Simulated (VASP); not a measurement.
Wanted: the native input for a VASP 6.6.1 run.

```
Task                   : single point
Functional             : PBE
Potentials or basis    : VASP PAW PBE potentials, release 64 (W_sv)
Cutoff                 : 520 eV
k mesh                 : 7 × 7 × 7
Occupations            : fermi-dirac, width 0.1 eV
Spin                   : no spin polarisation
Dipole correction      : no
Further INCAR settings : ALGO = Normal; EDIFF = 1e-06; NBANDS = 13
```

The structure of W lies in POSCAR:

```
W
1.0
   -1.5921723362      1.5921723362      1.5921723362
    1.5921723362     -1.5921723362      1.5921723362
    1.5921723362      1.5921723362     -1.5921723362
W
1
Direct
    0.0000000000      0.0000000000      0.0000000000
```

The input as run:

INCAR

```
SYSTEM = W
ALGO = Normal ; EDIFF = 1E-6
ENCUT = 520 ; GGA = PE
ISIF = 2 ; ISMEAR = -1
LASPH = .TRUE. ; LCHARG = .FALSE.
LREAL = .FALSE. ; LWAVE = .FALSE.
NBANDS = 13 ; NELM = 60
PREC = Accurate ; SIGMA = 0.1
```

KPOINTS

```
k-points
0
G
  7 7 7
  0 0 0
```

Potentials or basis: VASP PAW PBE potentials, release 64 (W_sv).

Launch:

```sh
$ cat potpaw_PBE.64/W_sv/POTCAR > POTCAR
$ mpirun -np 1 vasp_std > vasp.out
```

It gave:

* Pressure: 1.2 GPa
* Band gap on the k mesh: zero (band 7 reaches 14.62 eV, above the bottom of band 8 at 9.98 eV)

Caveat: the k points lie up to 0.40 Å⁻¹ apart; spin-orbit coupling is left out, which moves the levels of the heavy elements.

Run time: 4.8 s on 1 thread of Intel(R) Xeon(R) Platinum 8259CL CPU @ 2.50GHz (Skylake/Cascade Lake), on a shared host, peak memory 0.14 GiB.
